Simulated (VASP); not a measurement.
Write the native input for VASP 6.6.1 that does the following.

* Task: single point
* Functional: PBE
* Potentials or basis: VASP PAW PBE potentials, release 64 (H)
* Cutoff: 520 eV
* k mesh: 6 × 6 × 6
* Occupations: gaussian, width 0.02 eV
* Spin: no spin polarisation
* Dipole correction: no
* Further INCAR settings: ALGO = Normal; EDIFF = 1e-07; NBANDS = 10

The structure of H lies in POSCAR:

```
H
1.0
    3.5613996778      0.0000000000      0.0000000000
    0.0000000000      3.5613996778      0.0000000000
    0.0000000000      0.0000000000      4.8164539190
H
4
Direct
    0.0000000000      0.0000000000      0.9220742633
    0.0000000000      0.0000000000      0.0779257367
    0.5000000000      0.5000000000      0.4220742633
    0.5000000000      0.5000000000      0.5779257367
```

This cell differs from its parent crystal: biaxial strain in the a-b plane: -4.0 %, then relaxed in part.

The input as run:

INCAR

```
PREC     = Accurate       # precision mode
ENCUT    = 520            # plane-wave cutoff, eV
EDIFF    = 1E-7           # SCF threshold, eV
ISMEAR   = 0              # smearing method
SIGMA    = 0.02           # smearing width, eV
LREAL    = F              # projectors in reciprocal space
LASPH    = T              # aspherical terms in the spheres
NELM     = 60             # most SCF steps
ALGO     = Normal         # electronic algorithm
ISIF     = 2              # what is computed and relaxed
LWAVE    = F              # write WAVECAR
LCHARG   = F              # write CHGCAR
GGA      = PE             # functional
NBANDS   = 10             # bands
```

KPOINTS

```
Automatic mesh
0
Gamma
  6 6 6
```

Potentials or basis: VASP PAW PBE potentials, release 64 (H).

Command:

```console
$ cat potpaw_PBE.64/H/POTCAR > POTCAR
$ mpirun -np 1 vasp_std > vasp.out
```

Results of the run:

The pressure is -0.1 GPa and the largest force is 0.011 eV/Å. The band gap on the k mesh is 9.38 eV.

Caveat: the cell differs from its parent crystal (biaxial strain in the a-b plane: -4.0 %, then relaxed in part); this functional lacks dispersion, which holds the molecules together, so the pressure and a relaxed volume are unreliable.

Wall time 26 s on 1 thread of Intel Xeon 8259CL, on a shared host, peak memory 0.17 GiB.
